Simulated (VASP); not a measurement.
Write the native input for VASP 6.6.1 that does the following.

- Task: single point
- Functional: r2SCAN
- Potentials or basis: VASP PAW PBE potentials, release 64 (Al)
- Cutoff: 520 eV
- k mesh: 24 × 24 × 6
- Occupations: gaussian, width 0.15 eV
- Spin: no spin polarisation
- Dipole correction: no
- Further INCAR settings: ALGO = Normal; EDIFF = 1e-06; NBANDS = 14

The system is Al.

```xyz
4
Lattice="2.5859 0.0000 0.0000 -1.2929 2.2394 0.0000 0.0000 0.0000 11.0324" Properties=species:S:1:pos:R:3 pbc="T T T"
Al    0.0000    0.0000    0.0000
Al    0.0000    1.4930    2.7581
Al    0.0000    0.0000    5.5162
Al    1.2929    0.7465    8.2743
```

This isn't the form of Al at room conditions, which is fcc.

This cell differs from its parent crystal: ratio of the length along z to the lengths across it x 1.3, volume and fractional coordinates fixed.

The input as run:

POSCAR

```
Al
1.0
    2.5858680346      0.0000000000      0.0000000000
   -1.2929340173      2.2394274088      0.0000000000
    0.0000000000      0.0000000000     11.0323947764
Al
4
Direct
    0.0000000000      0.0000000000      0.0000000000
    0.3333333333      0.6666666667      0.2500000000
    0.0000000000      0.0000000000      0.5000000000
    0.6666666667      0.3333333333      0.7500000000
```

INCAR.step1

```
ALGO = Normal ; EDIFF = 1E-4
ENCUT = 520 ; GGA = PE
ISMEAR = 0 ; LASPH = T
LCHARG = F ; LREAL = F
LWAVE = T ; NBANDS = 14
NELM = 60 ; PREC = Accurate
SIGMA = 0.15
```

INCAR.step2

```
ALGO = Normal ; EDIFF = 1E-6
ENCUT = 520 ; ISIF = 2
ISMEAR = 0 ; ISTART = 1
LASPH = T ; LCHARG = F
LMIXTAU = T ; LREAL = F
LWAVE = F ; METAGGA = R2SCAN
NBANDS = 14 ; NELM = 60
PREC = Accurate ; SIGMA = 0.15
```

KPOINTS

```
k-points
0
Gamma
  24 24 6
```

Potentials or basis: VASP PAW PBE potentials, release 64 (Al).

Run with:

```sh
$ cat potpaw_PBE.64/Al/POTCAR > POTCAR
$ cp INCAR.step1 INCAR
$ mpirun -np 1 vasp_std > vasp.out
$ cp INCAR.step2 INCAR
$ mpirun -np 1 vasp_std > vasp.out
```

It gave:

| Property | Result |
| --- | --- |
| Pressure | 9.2 GPa |
| Band gap on the k mesh | zero (bands 6 and 7 overlap by 3.38 eV) |

Caveat: the cell stands under pressure; the PAW data sets were made with another functional, which shifts forces and pressure a little.

It took 5.6 min on 1 thread of Intel(R) Xeon(R) 6975P-C (Granite Rapids) (shared host), peak memory 0.29 GiB.
